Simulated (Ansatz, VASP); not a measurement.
# NaY3 in VASP and in Ansatz

```
Na Y
1.0
    -2.60408    2.47239    5.92535
     2.45957   -2.32656    5.79685
     2.67364    2.39612   -5.86081
Na Y
1 3
Direct
  0.00000 0.00000 0.00000
  0.74263 0.21563 0.44743
  0.25737 0.78437 0.55257
  0.50000 0.50000 0.00000
```

Alike in both runs: task single point; functional PBE; k mesh 8 × 8 × 10; occupations gaussian, width 0.1 eV; no spin polarisation.

|  | VASP | Ansatz |
| --- | --- | --- |
| version | VASP 6.6.1 | Ansatz 0.2.0 |
| potentials or method | VASP PAW PBE potentials, release 64 (Na_pv, Y_sv), cutoff 520 eV | scalar-relativistic, plane waves, PAW |
| valence electrons in the cell | 40 | 42 |

```csv
,VASP,Ansatz,Ansatz less VASP
gap on the k mesh at the Fermi level (eV),none,none,-
pressure (GPa),-2.5,-2.4,+0.03
"traceless stress, the component that is largest in VASP (GPa)",-1.41,-1.40,+0.014
rms of the force components (eV/Å),0.458,0.459,+0.0010
```

Atom by atom the forces differ by 0.001 eV/Å (rms over components). A gap of «none» marks a metal or a gap that the smearing closes. The functional is the same, so the differences come from potentials, cutoffs and numerics. VASP's potentials hold 40 valence electrons a cell and Ansatz's 42, so a difference there can come from the potentials and not from the codes.
